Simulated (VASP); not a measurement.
A run of VASP 6.6.1:

INCAR

```
SYSTEM = GaN
  ALGO = Normal
  EDIFF = 1E-7
  ENCUT = 520
  GGA = PE
  ISIF = 2
  ISMEAR = 0
  LASPH = .True.
  LCHARG = .False.
  LREAL = .False.
  LWAVE = .False.
  NBANDS = 16
  NELM = 100
  PREC = Accurate
  SIGMA = 0.1
```

File KPOINTS:

```
k-points
0
Gamma
  6 6 6
  0 0 0
```

File POSCAR:

```
GaN
1.0
    3.0233078800      0.0000000000      0.0000000000
   -1.5116539400      2.6182614200      0.0000000000
    0.0000000000      0.0000000000      2.9487791000
Ga N
1 1
Direct
    0.6666666700      0.3333333300      0.5000000000
    0.0000000000      0.0000000000      0.0000000000
```

Potentials or basis: VASP PAW PBE potentials, release 64 (Ga_d, N).

Run with:

```console
$ cat potpaw_PBE.64/Ga_d/POTCAR potpaw_PBE.64/N/POTCAR > POTCAR
$ mpirun -np 1 vasp_std > vasp.out
```

Hardware: 1 thread of Intel(R) Xeon(R) Platinum 8559C (Emerald Rapids), with other jobs on the host.

How long does it take, and how much memory?

It took 5.6 s on 1 thread of Intel(R) Xeon(R) Platinum 8559C (Emerald Rapids), with other jobs on the host, peak memory 0.14 GiB. Counts: scf iterations 15, k points 28.
